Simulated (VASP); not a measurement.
A run of VASP 6.6.1 is set up as follows.

POSCAR

```
Al
1.0
   -1.5912186900      1.5912186900      1.5912186900
    1.5912186900     -1.5912186900      1.5912186900
    1.5912186900      1.5912186900     -1.5912186900
Al
1
Direct
    0.0000000000      0.0000000000      0.0000000000
```

The input INCAR.step1:

```
  PREC = Accurate
  ENCUT = 520
  EDIFF = 1E-5
  ISMEAR = -1
  SIGMA = 0.05
  LREAL = False
  LASPH = True
  NELM = 100
  ALGO = Normal
  ISIF = 2
  LWAVE = True
  LCHARG = False
  NBANDS = 8
  GGA = PE
```

The input INCAR.step2:

```
  PREC = Accurate
  ENCUT = 520
  EDIFF = 1E-6
  ISMEAR = -1
  SIGMA = 0.05
  LREAL = False
  LASPH = True
  NELM = 100
  ALGO = Normal
  ISIF = 2
  LWAVE = False
  LCHARG = False
  GGA = PE
  LHFCALC = True
  HFSCREEN = 0.2079
  PRECFOCK = Normal
  NBANDS = 8
  ISTART = 1
```

The input KPOINTS:

```
Automatic mesh
0
Gamma
  6 6 6
```

Potentials or basis: VASP PAW PBE potentials, release 64 (Al).

The run is started by

```console
$ cat potpaw_PBE.64/Al/POTCAR > POTCAR
$ cp INCAR.step1 INCAR
$ mpirun -np 1 vasp_std > vasp.out
$ cp INCAR.step2 INCAR
$ mpirun -np 1 vasp_std > vasp.out
```

Task: What does it give for the pressure?

Result: 3.6 GPa.

Task: Predict the band gap on the k mesh.

Result: Zero (an odd number of electrons rules out a gap without spin polarisation).

Caveat: the k points lie up to 0.47 Å⁻¹ apart, too coarse for converged energies and pressures of a metal; the PAW data sets were made with another functional, which shifts forces and pressure a little.
